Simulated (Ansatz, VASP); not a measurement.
**ScSi2 in VASP and in Ansatz**

The input INCAR:

```
SYSTEM = ScSi2
PREC = Accurate ; ENCUT = 500
EDIFF = 1E-6 ; ISMEAR = -1
SIGMA = 0.129 ; LREAL = .FALSE.
LASPH = .TRUE. ; NELM = 120
ALGO = Normal ; ISIF = 2
LWAVE = .FALSE. ; LCHARG = .TRUE.
GGA = PE ; LELF = .TRUE.
LVHAR = .TRUE. ; NBANDS = 16
GGA_COMPAT = .FALSE.
```

KPOINTS

```
Automatic mesh
0
G
  11 11 9
  0 0 0
```

File POSCAR:

```
ScSi2
1.0
    1.8417860000      3.1900630000      0.0000000000
   -1.8417860000      3.1900630000      0.0000000000
    0.0000000000      0.0000000000      3.8949240000
Sc Si
1 2
Direct
    0.0000000000      0.0000000000      0.0000000000
    0.3333000000      0.3334000000      0.5000000000
    0.6666000000      0.6667000000      0.5000000000
```

Input for Ansatz:

```yaml
crystal:
  lattice:
    - [1.841786, 3.190063, 0.0]
    - [-1.841786, 3.190063, 0.0]
    - [0.0, 0.0, 3.894924]
  atoms:
    - { symbol: Sc, position: [0.0, 0.0, 0.0] }
    - { symbol: Si, position: [0.3333, 0.3334, 0.5] }
    - { symbol: Si, position: [0.6666, 0.6667, 0.5] }
  symmetry: { tolerance: 0.0003 }
kpoints:
  mp_grid: { grid: [11, 11, 9], shift: [0, 0, 0] }
  band_path:
    path:
      - [0.0, 0.0, 0.0]
      - [0.49999992, -3.1e-07, 0.0]
      - [0.66666636, 0.33333287, 0.0]
      - [0.0, 0.0, 0.0]
      - [0.0, 0.0, 0.5]
      - [0.49999992, -3.1e-07, 0.5]
      - [0.66666636, 0.33333287, 0.5]
      - [0.0, 0.0, 0.5]
      - [0.49999992, -3.1e-07, 0.5]
      - [0.49999992, -3.1e-07, 0.0]
      - [0.66666636, 0.33333287, 0.5]
    npoints: 6
magnetization:
  spin_polarized: false
scf:
  occupations: { method: fermi_dirac, width: 0.129 }
  lower_state_search: "off"
  max_iter: 200
hamiltonian:
  pseudopotentials: { kind: paw }
  xc: pbe
basis:
  ecutwfc: 420
  fft_grid_basis: typed
output:
  forces: true
  stress: true
  eigenvalues: true
  bader: true
  populations: true
  elf: true
  write_potential: true
  volumetric_format: npy
  dos:
    e_range: [-12, 8]
    de: 0.05
    projected: { site_lists: { Sc: [Sc], Si: [Si] } }
checkpoint:
  read: saved_state
```

Alike in both runs: task single point; functional PBE; k mesh 11 × 11 × 9; occupations fermi-dirac, width 0.129 eV; no spin polarisation.

|  | VASP | Ansatz |
| --- | --- | --- |
| version | VASP 6.6.1 | Ansatz 0.2.0 |
| potentials or method | VASP PAW PBE potentials, release 64 (Sc_sv, Si), cutoff 500 eV | PAW plane waves |
| valence electrons in the cell | 19 | 19 |

|  | VASP | Ansatz | Ansatz less VASP |
| --- | --- | --- | --- |
| pressure (GPa) | 21.7 | 21.7 | 0.00 |
| traceless stress, the component that is largest in VASP (GPa) | -22.23 | -22.40 | -0.178 |

With one functional, cell and mesh, what is left measures potentials, basis and numerics. Ansatz's warnings: structure snapped to symmetry.
